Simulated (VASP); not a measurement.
# P (R-3m) in VASP: single point with PBE+D3(BJ)

Aim: the single point of P with PBE+D3(BJ).

All numbers are computed with VASP 6.6.1; they aren't measurements. Logs are shortened: lines on timing, memory, paths and dates and some standing lists are left out, and cuts for length are marked.

## 1. The cell of the first run

The structure is trigonal, space group R-3m (No. 166). The conventional cell has a = 3.428 Å, b = 3.428 Å, c = 8.757 Å, α = 90.00°, β = 90.00°, γ = 120.00°. P (site symmetry 3m) has 6 P at 2.16 to 2.85 Å within 2.9 Å.

## 2. Single point, PBE+D3(BJ) (atoms displaced along a vibrational mode)

The input, INCAR:

```
SYSTEM = P
PREC = Accurate ; ENCUT = 520
EDIFF = 1E-7 ; ISMEAR = 0
SIGMA = 0.15 ; LREAL = .FALSE.
LASPH = .TRUE. ; NELM = 80
ALGO = Normal ; ISIF = 2
LWAVE = .FALSE. ; LCHARG = .FALSE.
GGA = PE ; IVDW = 12
NBANDS = 12
```

The input, KPOINTS:

```
regular mesh
0
G
  24 24 24
  0 0 0
```

The input, POSCAR:

```
P
1.0
    1.7138507813      0.9894922099      2.9189069788
   -1.7138507813      0.9894922099      2.9189069788
    0.0000000000     -1.9789844198      2.9189069788
P
2
Direct
    0.2165363458      0.2165363458      0.2165363458
    0.7834636542      0.7834636542      0.7834636542
```

Potentials or basis: VASP PAW PBE potentials, release 64 (P).

Run with:

```sh
$ cat potpaw_PBE.64/P/POTCAR > POTCAR
$ mpirun -np 1 vasp_std > vasp.out
```

OUTCAR:

```text
SYSTEM = P
   PREC = Accurate
   ENCUT = 520
   EDIFF = 1E-7
   ISMEAR = 0
   LREAL = .FALSE.
   LASPH = .TRUE.
   NELM = 80
   ISIF = 2
   GGA = PE
   IVDW = 12
 IVDW          = 12

 ion  position               nearest neighbor table
   1  0.217  0.217  0.217-   2 2.16   2 2.16   2 2.16   2 2.85   2 2.85   2 2.85
   2  0.783  0.783  0.783-   1 2.16   1 2.16   1 2.16   1 2.85   1 2.85   1 2.85

  LATTYP: Found a trigonal (rhomboedric) cell.
 ALAT       =     3.5265276526
 COS(alpha) =     0.5276309637

  Lattice vectors:

 A1 = (   1.7138507813,   0.9894922099,   2.9189069788)
 A2 = (  -1.7138507813,   0.9894922099,   2.9189069788)
 A3 = (   0.0000000000,  -1.9789844198,   2.9189069788)

Analysis of symmetry for initial positions (statically):
=====================================================================
 Subroutine PRICEL returns:
 Original cell was already a primitive cell.

 Routine SETGRP: Setting up the symmetry group for a
 trigonal (rhombohedral) supercell.

 Subroutine GETGRP returns: Found 12 space group operations
 (whereof 12 operations were pure point group operations)
 out of a pool of 12 trial point group operations.

The static configuration has the point symmetry D_3d.

Analysis of symmetry for dynamics (positions and initial velocities):
=====================================================================
 Subroutine PRICEL returns:
 Original cell was already a primitive cell.

 Routine SETGRP: Setting up the symmetry group for a
 trigonal (rhombohedral) supercell.

 Subroutine GETGRP returns: Found 12 space group operations
 (whereof 12 operations were pure point group operations)
 out of a pool of 12 trial point group operations.

The dynamic configuration has the point symmetry D_3d.

 Subroutine INISYM returns: Found 12 space group operations
 (whereof 12 operations are pure point group operations),
 and found     1 'primitive' translations

----------------------------------------------------------------------------------------

                                     Primitive cell

  volume of cell :      29.7000

  direct lattice vectors                    reciprocal lattice vectors
     1.713850781  0.989492210  2.918906979     0.291740684  0.168436563  0.114197998
    -1.713850781  0.989492210  2.918906979    -0.291740684  0.168436563  0.114197998
     0.000000000 -1.978984420  2.918906979     0.000000000 -0.336873125  0.114197998

  length of vectors
     3.526527653  3.526527653  3.526527653     0.355703086  0.355703086  0.355703086

  position of ions in fractional coordinates (direct lattice)
     0.216536346  0.216536346  0.216536346
     0.783463654  0.783463654  0.783463654

  ion indices of the primitive-cell ions
   primitive index   ion index
                 1           1
                 2           2

----------------------------------------------------------------------------------------

 KPOINTS: regular mesh

Automatic generation of k-mesh.
 Grid dimensions read from file:
 generate k-points for:   24   24   24

 Generating k-lattice:

  Cartesian coordinates                     Fractional coordinates (reciprocal lattice)
     0.012155862  0.007018190  0.004758250     0.041666667 -0.000000000  0.000000000
    -0.012155862  0.007018190  0.004758250    -0.000000000  0.041666667  0.000000000
     0.000000000 -0.014036380  0.004758250     0.000000000  0.000000000  0.041666667

  Length of vectors
     0.014820962  0.014820962  0.014820962

  Shift w.r.t. Gamma in fractional coordinates (k-lattice)
     0.000000000  0.000000000  0.000000000

 Subroutine IBZKPT returns following result:
 ===========================================

 Found   1313 irreducible k-points:

 Following reciprocal coordinates:
            Coordinates               Weight
  0.000000  0.000000  0.000000      1.000000
  0.041667  0.000000 -0.000000      6.000000
  0.083333  0.000000  0.000000      6.000000
  0.125000  0.000000  0.000000      6.000000
  0.166667  0.000000  0.000000      6.000000
  0.208333  0.000000  0.000000      6.000000
[... 16 lines left out ...]
  0.416667  0.041667  0.000000     12.000000
  0.458333  0.041667  0.000000     12.000000
 [... further k-points ...]
   k-points           NKPTS =   1313   k-points in BZ     NKDIM =   1313   number of bands    NBANDS=     12
   number of dos      NEDOS =    301   number of ions     NIONS =      2
   total plane-waves  NPLWV =  21952
   dimension x,y,z NGX =    28 NGY =   28 NGZ =   28
   dimension x,y,z NGXF=    56 NGYF=   56 NGZF=   56
   ions per type =               2
   NGX,Y,Z   is equivalent  to a cutoff of  13.20, 13.20, 13.20 a.u.
   NGXF,Y,Z  is equivalent  to a cutoff of  26.40, 26.40, 26.40 a.u.
 SYSTEM =  P
   PREC   = accura    normal or accurate (medium, high low for compatibility)
   ISTART =      0    job   : 0-new  1-cont  2-samecut
   ICHARG =      2    charge: 1-file 2-atom 10-const
   ISPIN  =      1    spin polarized calculation?
   LNONCOLLINEAR =      F non collinear calculations
   LSORBIT =      F    spin-orbit coupling
   LASPH  =      T    aspherical Exc in radial PAW
   ENCUT  =  520.0 eV  38.22 Ry    6.18 a.u.   6.56  6.56  6.56*2*pi/ulx,y,z
   NELM   =     80;   NELMIN=  2; NELMDL= -5     # of ELM steps
   EDIFF  = 0.1E-06   stopping-criterion for ELM
   LREAL  =      F    real-space projection
   EDIFFG = 0.1E-05   stopping-criterion for IOM
   NSW    =      0    number of steps for IOM
   IBRION =     -1    ionic relax: 0-MD 1-quasi-New 2-CG
   NFREE  =      0    steps in history (QN), initial steepest desc. (CG)
   ISIF   =      2    stress and relaxation
   ISYM   =      2    0-nonsym 1-usesym 2-fastsym
   POTIM  = 0.5000    time-step for ionic-motion
   TEBEG  =    0.0;   TEEND  =   0.0 temperature during run
   PSTRESS=    0.0 pullay stress
   NELECT =      10.0000    total number of electrons
   NUPDOWN=      -1.0000    fix difference up-down
   EMIN   =  10.00;   EMAX   =-10.00  energy-range for DOS
   EFERMI =   0.00;   METHOD = LEGACY
   ISMEAR =     0;   SIGMA  =   0.15  broadening in eV -4-tet -1-fermi 0-gaus
   EFERMI_NEDOS =   21; number of points for ismear=-14 and -15
   IALGO  =     38    algorithm
   IMIX   =      4    mixing-type and parameters
     AMIX     =   0.40;   BMIX     =  1.00
     AMIX_MAG =   1.60;   BMIX_MAG =  1.00
  volume/ion in A,a.u.               =      14.85       100.21
  Fermi-wavevector in a.u.,A,eV,Ry     =   1.138909  2.152227 17.648318  1.297115
  Thomas-Fermi vector in A             =   2.275613
   LORBIT       =      0    0 simple, 1 ext, 2 COOP (PROOUT), +10 PAW based schemes
   GGA     = PE    functional components
   LHFCALC =     F    Hartree Fock is set to
   AEXX    =    0.0000 exact exchange contribution
   IVDW    =    12    specifies the selected vdW correction
   LEPSILON=     F    determine dielectric tensor
   LRPA    =     F    only Hartree local field effects (RPA)
 non-spin polarized calculation
 Gauss-broadening in eV      SIGMA  =   0.15
  energy-cutoff  :      520.00
  volume of cell :       29.70
 maximum number of plane-waves:       818
   NGX = 13   NGY = 13   NGZ = 13

 number of electron      10.0000000 magnetization

 Free energy of the ion-electron system (eV)
  ---------------------------------------------------
  ext. energy  EPLUGINS =         0.00000000
  ---------------------------------------------------
  free energy    TOTEN  =       -10.25241130 eV

  energy without entropy =      -10.24730539  energy(sigma->0) =      -10.24985835

 E-fermi :   9.8064     XC(G=0): -11.1049

 val. band max:        9.8056226825   @ k =   0.3333   0.3333   0.0417
 cond. band min:       9.8094721543   @ k =   0.2917   0.2500   0.2500
 fundamental gap:      0.0038494718
 Fermi energy:         9.8063721493

 k-point     1 :       0.0000    0.0000    0.0000
  band No.  band energies     occupation
      1      -7.4691      2.00000
      2       6.1405      2.00000
      3       6.1405      2.00000
      4       7.5044      2.00000
      5       8.1033      2.00000
      6      10.5684      0.00000
      7      12.0556      0.00000
      8      12.0556      0.00000
      9      16.2937      0.00000
     10      16.2937      0.00000
     11      17.7462      0.00000
     12      17.7462      0.00000

 k-point     2 :       0.0417    0.0000   -0.0000
  band No.  band energies     occupation
      1      -7.4401      2.00000
      2       5.8170      2.00000
      3       6.1144      2.00000
      4       7.5386      2.00000
      5       8.2266      2.00000
      6      10.6872      0.00000
      7      12.0738      0.00000
      8      12.1128      0.00000
      9      15.9861      0.00000
     10      16.0605      0.00000
     11      17.4809      0.00000
     12      18.1323      0.00000

 k-point     3 :       0.0833    0.0000    0.0000
  band No.  band energies     occupation
      1      -7.3533      2.00000
      2       5.1131      2.00000
      3       6.0407      2.00000
      4       7.4992      2.00000
      5       8.5049      2.00000
      6      10.9684      0.00000
      7      12.1722      0.00000
      8      12.2694      0.00000
      9      15.4583      0.00000
     10      15.5033      0.00000
     11      17.1268      0.00000
     12      18.9057      0.00000

 k-point     4 :       0.1250    0.0000    0.0000
  band No.  band energies     occupation
      1      -7.2089      2.00000
      2       4.2724      2.00000
      3       5.9308      2.00000
      4       7.3898      2.00000
      5       8.7713      2.00000
      6      11.2036      0.00000
      7      12.4731      0.00000
      8      12.4790      0.00000
      9      14.8467      0.00000
     10      15.0038      0.00000
     11      16.8748      0.00000
     12      19.8119      0.00000

 k-point     5 :       0.1667    0.0000    0.0000
  band No.  band energies     occupation
      1      -7.0073      2.00000
      2       3.3812      2.00000
      3       5.7992      2.00000
      4       7.2617      2.00000
      5       8.9737      2.00000
      6      11.2618      0.00000
      7      12.6131      0.00000
      8      13.0043      0.00000
      9      14.2470      0.00000
     10      14.7729      0.00000
     11      16.7514      0.00000
     12      20.7935      0.00000
[... 228 lines left out ...]
      1      -5.7888      2.00000
      2       0.1896      2.00000
      3       5.2390      2.00000
      4       6.6423      2.00000
      5       9.5809      1.96646
      6      10.4983      0.00000
      7      12.0171      0.00000
      8      12.3970      0.00000
      9      15.5373      0.00000
     10      16.9093      0.00000
     11      18.1043      0.00000
     12      24.0588      0.00000

 k-point    22 :       0.3750    0.0417    0.0000
  band No.  band energies     occupation
      1      -5.3447      2.00000
      2      -0.6230      2.00000
      3       5.1257      2.00000
      4       6.6391      2.00000
      5       9.6122      1.93289
      6      10.2522      0.00003
      7      11.8486      0.00000
      8      12.0111      0.00000
      9      16.3807      0.00000
     10      17.7999      0.00000
     11      18.7066      0.00000
     12      23.9158      0.00000

 k-point    23 :       0.4167    0.0417    0.0000
  band No.  band energies     occupation
      1      -4.8652      2.00000
      2      -1.3798      2.00000
      3       5.0343      2.00000
      4       6.6615      2.00000
      5       9.6407      1.88171
      6      10.0452      0.02437
      7      11.6250      0.00000
      8      11.7856      0.00000
      9      17.2810      0.00000
     10      18.7083      0.00000
     11      19.3724      0.00000
     12      23.0714      0.00000

 k-point    24 :       0.4583    0.0417    0.0000
  band No.  band energies     occupation
      1      -4.3823      2.00000
      2      -2.0455      2.00000
      3       4.9670      2.00000
      4       6.7058      2.00000
      5       9.6310      1.90184
      6       9.9272      0.25462
      7      11.3929      0.00000
      8      11.6973      0.00000
      9      18.1985      0.00000
     10      19.5355      0.00000
     11      20.0273      0.00000
     12      22.1159      0.00000

 [... further k-points ...]

------------------------ aborting loop because EDIFF is reached ----------------------------------------

 Edisp (eV)   -0.95393

 E8    (eV) :    -0.3616

  FORCE on cell =-STRESS in cart. coord.  units (eV):
  Direction    XX          YY          ZZ          XY          YZ          ZX
  --------------------------------------------------------------------------------------
  -------------------------------------------------------------------------------------
  Total       1.66521     1.66521     1.68248    -0.00000     0.00000     0.00000
  in kB      89.83011    89.83011    90.76189    -0.00000     0.00000     0.00000
  external pressure =       90.14 kB  Pullay stress =        0.00 kB

 VOLUME and BASIS-vectors are now :
 -----------------------------------------------------------------------------
  energy-cutoff  :      520.00
  volume of cell :       29.70
      direct lattice vectors                 reciprocal lattice vectors
     1.713850781  0.989492210  2.918906979     0.291740684  0.168436563  0.114197998
    -1.713850781  0.989492210  2.918906979    -0.291740684  0.168436563  0.114197998
     0.000000000 -1.978984420  2.918906979     0.000000000 -0.336873125  0.114197998

 POSITION                                       TOTAL-FORCE (eV/Angst)
 -----------------------------------------------------------------------------------
      0.00000      0.00000      1.89615         0.000000     -0.000000      2.430914
      0.00000      0.00000      6.86057         0.000000      0.000000     -2.430914
 -----------------------------------------------------------------------------------
    total drift:                                0.000000      0.000000     -0.000000

  FREE ENERGIE OF THE ION-ELECTRON SYSTEM (eV)
  ---------------------------------------------------
  free  energy   TOTEN  =       -11.2063365468 eV

  energy  without entropy=      -11.2012306322  energy(sigma->0) =      -11.20378359
```

Wall time 7.7 min (1 thread of Intel Xeon Platinum 8259CL at 2.50GHz (Skylake/Cascade Lake), shared host); peak memory 0.45 GiB.

What came out:

```
Free energy                : -11.2063 eV
Pressure                   : 9.0 GPa
Largest force              : 2.431 eV/Å
Band gap on the k mesh     : zero (bands 5 and 6 overlap by 1.53 eV)
Dispersion energy per atom : -0.477 eV
```

Forces in eV/Å, atoms in the order of the input:
```
P    0.000  0.000  2.431
P    0.000  0.000 -2.431
```

Caveat: the cell differs from its parent crystal (atoms displaced along a vibrational mode); the cell stands under pressure; forces of over 1 eV/Å act on the atoms, so gaps and moduli don't describe the material at rest.
